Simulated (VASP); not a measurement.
# Al3Pt2 (P-3m1) in VASP: a series of runs

Al3Pt2 is run at these levels: r2SCAN; tasks: single point.

Everything below comes from runs of VASP 6.6.1. Logs are shortened: lines on timing, memory, paths and dates and some standing lists are left out, and cuts for length are marked.

### Step 1. The cell of the first run

It takes space group P-3m1 (No. 164, trigonal). The conventional cell has a = 4.207 Å, b = 4.207 Å, c = 5.189 Å, α = 90.00°, β = 90.00°, γ = 120.00°. Al (site symmetry -3m) has 6 Pt at 2.58 Å and 6 Al at 3.04 Å within 3.4 Å. Al (site symmetry 3m) has 5 Pt at 2.49 to 2.69 Å and 6 Al at 2.87 to 3.04 Å within 3.3 Å. Pt (site symmetry 3m) has 8 Al at 2.49 to 2.69 Å and 3 Pt at 2.98 Å within 3.3 Å.

### Step 2. Single point, r2SCAN

File POSCAR:

```
Al3Pt2
1.0
    4.2071400339      0.0000000000      0.0000000000
   -2.1035700170      3.6434901467      0.0000000000
    0.0000000000      0.0000000000      5.1889617200
Al Pt
3 2
Direct
    0.0000000000      0.0000000000      0.0000000000
    0.3333333300      0.6666666700      0.6468302300
    0.6666666700      0.3333333300      0.3531697700
    0.3333333300      0.6666666700      0.1661255000
    0.6666666700      0.3333333300      0.8338745000
```

File INCAR.step1:

```
SYSTEM = Al3Pt2
PREC = Accurate
ENCUT = 550
ISMEAR = 0
SIGMA = 0.1
LREAL = .False.
LASPH = .True.
NELM = 120
NBANDS = 22
GGA = PE
ALGO = Normal
EDIFF = 1E-5
LWAVE = .True.
LCHARG = .False.
GGA_COMPAT = .False.
```

File INCAR.step2:

```
SYSTEM = Al3Pt2
PREC = Accurate
ENCUT = 550
EDIFF = 1E-6
ISMEAR = 0
SIGMA = 0.1
LREAL = .False.
LASPH = .True.
NELM = 120
ALGO = Normal
ISIF = 2
LWAVE = .False.
LCHARG = .False.
METAGGA = R2SCAN
LMIXTAU = .True.
NBANDS = 22
ISTART = 1
GGA_COMPAT = .False.
```

File KPOINTS:

```
Automatic mesh
0
Gamma
  6 6 4
  0 0 0
```

Potentials or basis: VASP PAW PBE potentials, release 64 (Al, Pt).

On the command line:

```
> cat potpaw_PBE.64/Al/POTCAR potpaw_PBE.64/Pt/POTCAR > POTCAR
> cp INCAR.step1 INCAR
> mpirun -np 1 vasp_std > vasp.out
> cp INCAR.step2 INCAR
> mpirun -np 1 vasp_std > vasp.out
```

OUTCAR:

```text
SYSTEM = Al3Pt2
   PREC = Accurate
   ENCUT = 550
   EDIFF = 1E-6
   ISMEAR = 0
   LREAL = .False.
   LASPH = .True.
   NELM = 120
   ISIF = 2
   METAGGA = R2SCAN
   ISTART = 1

 ion  position               nearest neighbor table
   1  0.000  0.000  0.000-   4 2.58   5 2.58   5 2.58   4 2.58   5 2.58   4 2.58   2 3.04   3 3.04
                             2 3.04   3 3.04   3 3.04   2 3.04
   2  0.333  0.667  0.647-   4 2.49   5 2.62   5 2.62   5 2.62   4 2.69   3 2.87   3 2.87   3 2.87
                             1 3.04   1 3.04   1 3.04
   3  0.667  0.333  0.353-   5 2.49   4 2.62   4 2.62   4 2.62   5 2.69   2 2.87   2 2.87   2 2.87
                             1 3.04   1 3.04   1 3.04
   4  0.333  0.667  0.166-   2 2.49   1 2.58   1 2.58   1 2.58   3 2.62   3 2.62   3 2.62   2 2.69
                             5 2.98   5 2.98   5 2.98
   5  0.667  0.333  0.834-   3 2.49   1 2.58   1 2.58   1 2.58   2 2.62   2 2.62   2 2.62   3 2.69
                             4 2.98   4 2.98   4 2.98

  LATTYP: Found a hexagonal cell.
 ALAT       =     4.2071400339
 C/A-ratio  =     1.2333703367

  Lattice vectors:

 A1 = (   4.2071400339,   0.0000000000,   0.0000000000)
 A2 = (  -2.1035700170,   3.6434901467,   0.0000000000)
 A3 = (   0.0000000000,   0.0000000000,   5.1889617200)

Analysis of symmetry for initial positions (statically):
=====================================================================
 Subroutine PRICEL returns:
 Original cell was already a primitive cell.

 Routine SETGRP: Setting up the symmetry group for a
 hexagonal supercell.

 Subroutine GETGRP returns: Found 12 space group operations
 (whereof 12 operations were pure point group operations)
 out of a pool of 24 trial point group operations.

The static configuration has the point symmetry D_3d.

Analysis of symmetry for dynamics (positions and initial velocities):
=====================================================================
 Subroutine PRICEL returns:
 Original cell was already a primitive cell.

 Routine SETGRP: Setting up the symmetry group for a
 hexagonal supercell.

 Subroutine GETGRP returns: Found 12 space group operations
 (whereof 12 operations were pure point group operations)
 out of a pool of 24 trial point group operations.

The dynamic configuration has the point symmetry D_3d.

 Subroutine INISYM returns: Found 12 space group operations
 (whereof 12 operations are pure point group operations),
 and found     1 'primitive' translations
[... 99 lines left out ...]
   NELM   =    120;   NELMIN=  2; NELMDL=  0     # of ELM steps
   EDIFF  = 0.1E-05   stopping-criterion for ELM
   LREAL  =      F    real-space projection
   EDIFFG = 0.1E-04   stopping-criterion for IOM
   NSW    =      0    number of steps for IOM
   IBRION =     -1    ionic relax: 0-MD 1-quasi-New 2-CG
   NFREE  =      0    steps in history (QN), initial steepest desc. (CG)
   ISIF   =      2    stress and relaxation
   ISYM   =      2    0-nonsym 1-usesym 2-fastsym
   POTIM  = 0.5000    time-step for ionic-motion
   TEBEG  =    0.0;   TEEND  =   0.0 temperature during run
   PSTRESS=    0.0 pullay stress
   NELECT =      29.0000    total number of electrons
   NUPDOWN=      -1.0000    fix difference up-down
   EMIN   =  10.00;   EMAX   =-10.00  energy-range for DOS
   EFERMI =   0.00;   METHOD = LEGACY
   ISMEAR =     0;   SIGMA  =   0.10  broadening in eV -4-tet -1-fermi 0-gaus
   EFERMI_NEDOS =   21; number of points for ismear=-14 and -15
   IALGO  =     38    algorithm
   IMIX   =      4    mixing-type and parameters
     AMIX     =   0.40;   BMIX     =  1.00
     AMIX_MAG =   1.60;   BMIX_MAG =  1.00
  volume/ion in A,a.u.               =      15.91       107.35
  Fermi-wavevector in a.u.,A,eV,Ry     =   1.169533  2.210097 18.610150  1.367807
  Thomas-Fermi vector in A             =   2.306004
   LORBIT       =      0    0 simple, 1 ext, 2 COOP (PROOUT), +10 PAW based schemes
   METAGGA = R2SCAN    functional components
   LHFCALC =     F    Hartree Fock is set to
   AEXX    =    0.0000 exact exchange contribution
   IVDW    =     0    specifies the selected vdW correction
   LEPSILON=     F    determine dielectric tensor
   LRPA    =     F    only Hartree local field effects (RPA)
 non-spin polarized calculation
 Gauss-broadening in eV      SIGMA  =   0.10
  energy-cutoff  :      550.00
  volume of cell :       79.54
 maximum number of plane-waves:      2352
   NGX = 17   NGY = 17   NGZ = 19

 number of electron      28.9999999 magnetization

 Free energy of the ion-electron system (eV)
  ---------------------------------------------------
  ext. energy  EPLUGINS =         0.00000000
  ---------------------------------------------------
  free energy    TOTEN  =      -128.69558672 eV

  energy without entropy =     -128.68660212  energy(sigma->0) =     -128.69109442

 E-fermi :   9.3624     XC(G=0): -12.1398

 val. band max:        9.3315650726   @ k =   0.1667   0.1667   0.5000
 cond. band min:       9.3684974053   @ k =   0.0000   0.0000   0.2500
 fundamental gap:      0.0369323327
 Fermi energy:         9.3623986520

 k-point     1 :       0.0000    0.0000    0.0000
  band No.  band energies     occupation
      1      -2.4284      2.00000
      2       1.7262      2.00000
      3       3.0340      2.00000
      4       3.0340      2.00000
      5       3.0987      2.00000
      6       3.7606      2.00000
[... 589 lines left out ...]
     21      16.9067      0.00000
     22      17.6645      0.00000

------------------------ aborting loop because EDIFF is reached ----------------------------------------

  FORCE on cell =-STRESS in cart. coord.  units (eV):
  Direction    XX          YY          ZZ          XY          YZ          ZX
  --------------------------------------------------------------------------------------
  -------------------------------------------------------------------------------------
  Total        0.1874814      0.1874814     -0.1421528     -0.0000000      0.0000000     -0.0000000
  in kB        3.7764501      3.7764501     -2.8633940     -0.0000000      0.0000000     -0.0000000
  external PRESSURE =       1.5631687 kB  Pullay stress =       0.0000000 kB

 VOLUME and BASIS-vectors are now :
 -----------------------------------------------------------------------------
  energy-cutoff  :      550.00
  volume of cell :       79.54
      direct lattice vectors                 reciprocal lattice vectors
     4.207140034  0.000000000  0.000000000     0.237691161  0.137231056  0.000000000
    -2.103570017  3.643490147  0.000000000     0.000000000  0.274462112  0.000000000
     0.000000000  0.000000000  5.188961720     0.000000000  0.000000000  0.192716781

 POSITION                                       TOTAL-FORCE (eV/Angst)
 -----------------------------------------------------------------------------------
      0.00000      0.00000      0.00000        -0.000000      0.000000      0.000000
     -0.00000      2.42899      3.35638         0.000000     -0.000000      0.003140
      2.10357      1.21450      1.83258        -0.000000      0.000000     -0.003140
     -0.00000      2.42899      0.86202        -0.000000     -0.000000      0.049198
      2.10357      1.21450      4.32694         0.000000      0.000000     -0.049198
 -----------------------------------------------------------------------------------
    total drift:                                0.000000     -0.000000     -0.000000

  FREE ENERGIE OF THE ION-ELECTRON SYSTEM (eV)
  ---------------------------------------------------
  free  energy   TOTEN  =      -128.6955867159 eV

  energy  without entropy=     -128.6866021191  energy(sigma->0) =     -128.69109442
```

Run time: 4.4 min. Hardware: 1 thread of Oxide Virtual Turin-like, shared host; peak memory 0.19 GiB.

Results:

```yaml
Free_energy: -128.6956 eV
Pressure: 0.2 GPa
Largest_force: 0.049 eV/Å
Band_gap_on_the_k_mesh: zero (an odd number of electrons rules out a gap without spin polarisation)
```

Forces on the atoms (eV/Å):
```
Al   0.000  0.000  0.000
Al   0.000  0.000  0.003
Al   0.000  0.000 -0.003
Pt   0.000  0.000  0.049
Pt   0.000  0.000 -0.049
```

Caveat: the PAW data sets were made with another functional, which shifts forces and pressure a little; spin-orbit coupling is left out, which moves the levels of the heavy elements.

### Step 3. Single point, r2SCAN

This run uses another cell than the first one, of 15.94 Å³/atom.

File POSCAR:

```
Al3Pt2
1.0
    4.2125030889      0.0000000000      0.0000000000
   -2.1062515445      3.6481346885      0.0000000000
    0.0000000000      0.0000000000      5.1862297108
Al Pt
3 2
Direct
    0.0000000000      0.0000000000      0.0000000000
    0.3333333333      0.6666666667      0.6472149646
    0.6666666667      0.3333333333      0.3527850354
    0.3333333333      0.6666666667      0.1661505038
    0.6666666667      0.3333333333      0.8338494962
```

File INCAR.step1:

```
SYSTEM = Al3Pt2
PREC = Accurate
ENCUT = 550
ISMEAR = 0
SIGMA = 0.1
LREAL = .FALSE.
LASPH = .TRUE.
NELM = 120
NBANDS = 22
GGA = PE
ALGO = Normal
EDIFF = 1E-5
LWAVE = .TRUE.
LCHARG = .FALSE.
GGA_COMPAT = .FALSE.
```

File INCAR.step2:

```
SYSTEM = Al3Pt2
PREC = Accurate
ENCUT = 550
EDIFF = 1E-6
ISMEAR = 0
SIGMA = 0.1
LREAL = .FALSE.
LASPH = .TRUE.
NELM = 120
ALGO = Normal
ISIF = 2
LWAVE = .FALSE.
LCHARG = .FALSE.
METAGGA = R2SCAN
LMIXTAU = .TRUE.
NBANDS = 22
ISTART = 1
GGA_COMPAT = .FALSE.
```

File KPOINTS:

```
Automatic mesh
0
G
  12 12 8
  0 0 0
```

Potentials or basis: VASP PAW PBE potentials, release 64 (Al, Pt).

On the command line:

```
> cat potpaw_PBE.64/Al/POTCAR potpaw_PBE.64/Pt/POTCAR > POTCAR
> cp INCAR.step1 INCAR
> mpirun -np 1 vasp_std > vasp.out
> cp INCAR.step2 INCAR
> mpirun -np 1 vasp_std > vasp.out
```

Wall time 16 min (1 thread of Oxide Virtual Turin-like, shared host); peak memory 0.32 GiB.

It converged, with:

| Property | Result |
| --- | --- |
| Free energy | -128.6864 eV |
| Pressure | -0.2 GPa |
| Largest force | 0.017 eV/Å |
| Band gap on the k mesh | zero (an odd number of electrons rules out a gap without spin polarisation) |

Forces in eV/Å, atoms in the order of the input:
```
Al   0.000  0.000  0.000
Al   0.000  0.000 -0.002
Al   0.000  0.000  0.002
Pt   0.000  0.000  0.017
Pt   0.000  0.000 -0.017
```

Levels at points of the mesh, in eV from the Fermi level:
```
           k point  band 12  band 13  band 14  band 15  band 16  band 17  band 18  band 19
(0.00, 0.00, 0.00)    -2.87    -2.20     1.49     1.49     3.60     4.22     4.22     4.66
(0.50, 0.00, 0.00)    -2.81    -2.40    -2.38    -1.96     1.72     2.63     3.50     4.38
(0.00, 0.00, 0.50)    -3.14     2.59     2.59     2.69     3.11     3.11     3.14     3.54
(0.50, 0.00, 0.50)    -3.28    -3.21    -1.81    -0.47     2.20     2.87     3.98     5.70
```

Caveat: the PAW data sets were made with another functional, which shifts forces and pressure a little; spin-orbit coupling is left out, which moves the levels of the heavy elements.

### Step 4. Single point, r2SCAN

This run uses another cell than the first one, of 15.94 Å³/atom.

POSCAR is that of step 3.

File INCAR.step1:

```
PREC = Accurate
ENCUT = 550
ISMEAR = 0
SIGMA = 0.1
LREAL = False
LASPH = True
NELM = 120
NBANDS = 22
GGA = PE
ALGO = Normal
EDIFF = 1E-5
LWAVE = True
LCHARG = False
GGA_COMPAT = False
```

File INCAR.step2:

```
PREC = Accurate
ENCUT = 550
EDIFF = 1E-6
ISMEAR = 0
SIGMA = 0.1
LREAL = False
LASPH = True
NELM = 120
ALGO = Normal
ISIF = 2
LWAVE = False
LCHARG = False
METAGGA = R2SCAN
LMIXTAU = True
NBANDS = 22
ISTART = 1
GGA_COMPAT = False
```

File KPOINTS:

```
regular mesh
0
Gamma
  12 12 8
```

Potentials or basis: VASP PAW PBE potentials, release 64 (Al, Pt).

On the command line:

```
> cat potpaw_PBE.64/Al/POTCAR potpaw_PBE.64/Pt/POTCAR > POTCAR
> cp INCAR.step1 INCAR
> mpirun -np 1 vasp_std > vasp.out
> cp INCAR.step2 INCAR
> mpirun -np 1 vasp_std > vasp.out
```

OUTCAR:

```text
PREC = Accurate
   ENCUT = 550
   EDIFF = 1E-6
   ISMEAR = 0
   LREAL = False
   LASPH = True
   NELM = 120
   ISIF = 2
   METAGGA = R2SCAN
   ISTART = 1

 ion  position               nearest neighbor table
   1  0.000  0.000  0.000-   4 2.58   5 2.58   5 2.58   4 2.58   5 2.58   4 2.58   2 3.04   3 3.04
                             2 3.04   3 3.04   3 3.04   2 3.04
   2  0.333  0.667  0.647-   4 2.49   5 2.62   5 2.62   5 2.62   4 2.69   3 2.87   3 2.87   3 2.87
                             1 3.04   1 3.04   1 3.04
   3  0.667  0.333  0.353-   5 2.49   4 2.62   4 2.62   4 2.62   5 2.69   2 2.87   2 2.87   2 2.87
                             1 3.04   1 3.04   1 3.04
   4  0.333  0.667  0.166-   2 2.49   1 2.58   1 2.58   1 2.58   3 2.62   3 2.62   3 2.62   2 2.69
                             5 2.98   5 2.98   5 2.98
   5  0.667  0.333  0.834-   3 2.49   1 2.58   1 2.58   1 2.58   2 2.62   2 2.62   2 2.62   3 2.69
                             4 2.98   4 2.98   4 2.98

  LATTYP: Found a hexagonal cell.
 ALAT       =     4.2125030889
 C/A-ratio  =     1.2311515508

  Lattice vectors:

 A1 = (   4.2125030889,   0.0000000000,   0.0000000000)
 A2 = (  -2.1062515445,   3.6481346885,   0.0000000000)
 A3 = (   0.0000000000,   0.0000000000,   5.1862297108)

Analysis of symmetry for initial positions (statically):
=====================================================================
 Subroutine PRICEL returns:
 Original cell was already a primitive cell.

 Routine SETGRP: Setting up the symmetry group for a
 hexagonal supercell.

 Subroutine GETGRP returns: Found 12 space group operations
 (whereof 12 operations were pure point group operations)
 out of a pool of 24 trial point group operations.

The static configuration has the point symmetry D_3d.

Analysis of symmetry for dynamics (positions and initial velocities):
=====================================================================
 Subroutine PRICEL returns:
 Original cell was already a primitive cell.

 Routine SETGRP: Setting up the symmetry group for a
 hexagonal supercell.

[... 132 lines left out ...]
  Fermi-wavevector in a.u.,A,eV,Ry     =   1.168745  2.208608 18.585090  1.365966
  Thomas-Fermi vector in A             =   2.305228
   LORBIT       =      0    0 simple, 1 ext, 2 COOP (PROOUT), +10 PAW based schemes
   METAGGA = R2SCAN    functional components
   LHFCALC =     F    Hartree Fock is set to
   AEXX    =    0.0000 exact exchange contribution
   IVDW    =     0    specifies the selected vdW correction
   LEPSILON=     F    determine dielectric tensor
   LRPA    =     F    only Hartree local field effects (RPA)
 non-spin polarized calculation
 Gauss-broadening in eV      SIGMA  =   0.10
  energy-cutoff  :      550.00
  volume of cell :       79.70
 maximum number of plane-waves:      2360
   NGX = 17   NGY = 17   NGZ = 19

 number of electron      28.9999999 magnetization

 Free energy of the ion-electron system (eV)
  ---------------------------------------------------
  ext. energy  EPLUGINS =         0.00000000
  ---------------------------------------------------
  free energy    TOTEN  =      -128.68643204 eV

  energy without entropy =     -128.68122030  energy(sigma->0) =     -128.68382617

 E-fermi :   9.1558     XC(G=0): -12.1294

 val. band max:        9.1315282352   @ k =  -0.0833   0.3333   0.3750
 cond. band min:       9.1613492648   @ k =   0.2500   0.0833   0.2500
 fundamental gap:      0.0298210296
 Fermi energy:         9.1558092357

 k-point     1 :       0.0000    0.0000    0.0000
  band No.  band energies     occupation
      1      -2.4386      2.00000
      2       1.7140      2.00000
      3       3.0189      2.00000
      4       3.0189      2.00000
      5       3.0885      2.00000
      6       3.7435      2.00000
[... 589 lines left out ...]
     21      14.8737      0.00000
     22      15.4141      0.00000

 [... further k-points ...]

------------------------ aborting loop because EDIFF is reached ----------------------------------------

  FORCE on cell =-STRESS in cart. coord.  units (eV):
  Direction    XX          YY          ZZ          XY          YZ          ZX
  --------------------------------------------------------------------------------------
  -------------------------------------------------------------------------------------
  Total       -0.1092586     -0.1092586     -0.1124114      0.0000000     -0.0000000      0.0000000
  in kB       -2.1963590     -2.1963590     -2.2597379      0.0000000     -0.0000000      0.0000000
  external PRESSURE =      -2.2174853 kB  Pullay stress =       0.0000000 kB

 VOLUME and BASIS-vectors are now :
 -----------------------------------------------------------------------------
  energy-cutoff  :      550.00
  volume of cell :       79.70
      direct lattice vectors                 reciprocal lattice vectors
     4.212503089  0.000000000  0.000000000     0.237388550  0.137056343  0.000000000
    -2.106251545  3.648134688  0.000000000     0.000000000  0.274112686  0.000000000
     0.000000000  0.000000000  5.186229711     0.000000000  0.000000000  0.192818301

 POSITION                                       TOTAL-FORCE (eV/Angst)
 -----------------------------------------------------------------------------------
      0.00000      0.00000      0.00000        -0.000000     -0.000000      0.000000
     -0.00000      2.43209      3.35661        -0.000000      0.000000     -0.001592
      2.10625      1.21604      1.82962         0.000000      0.000000      0.001592
     -0.00000      2.43209      0.86169         0.000000     -0.000000      0.017086
      2.10625      1.21604      4.32454         0.000000     -0.000000     -0.017086
 -----------------------------------------------------------------------------------
    total drift:                               -0.000000      0.000000      0.000000

  FREE ENERGIE OF THE ION-ELECTRON SYSTEM (eV)
  ---------------------------------------------------
  free  energy   TOTEN  =      -128.6864320410 eV

  energy  without entropy=     -128.6812202975  energy(sigma->0) =     -128.68382617
```

Wall time 14 min (1 thread of Oxide Virtual Turin-like, shared host); peak memory 0.33 GiB.

Results:

| Property | Result |
| --- | --- |
| Free energy | -128.6864 eV |
| Pressure | -0.2 GPa |
| Largest force | 0.017 eV/Å |
| Band gap on the k mesh | zero (an odd number of electrons rules out a gap without spin polarisation) |

Forces on the atoms (eV/Å):
```
Al   0.000  0.000  0.000
Al   0.000  0.000 -0.002
Al   0.000  0.000  0.002
Pt   0.000  0.000  0.017
Pt   0.000  0.000 -0.017
```

Levels at points of the mesh, in eV from the Fermi level:
```tsv
k point	band 13	band 14	band 15	band 16	band 17	band 18
(0.00, 0.00, 0.00)	-2.20	1.49	1.49	3.60	4.22	4.22
(0.50, 0.00, 0.00)	-2.40	-2.38	-1.96	1.72	2.63	3.50
(0.00, 0.00, 0.50)	2.59	2.59	2.69	3.11	3.11	3.14
(0.50, 0.00, 0.50)	-3.21	-1.81	-0.47	2.20	2.87	3.98
```

Caveat: the PAW data sets were made with another functional, which shifts forces and pressure a little; spin-orbit coupling is left out, which moves the levels of the heavy elements.

The gap in the log of VASP goes by the Fermi energy; the results here count the filled bands.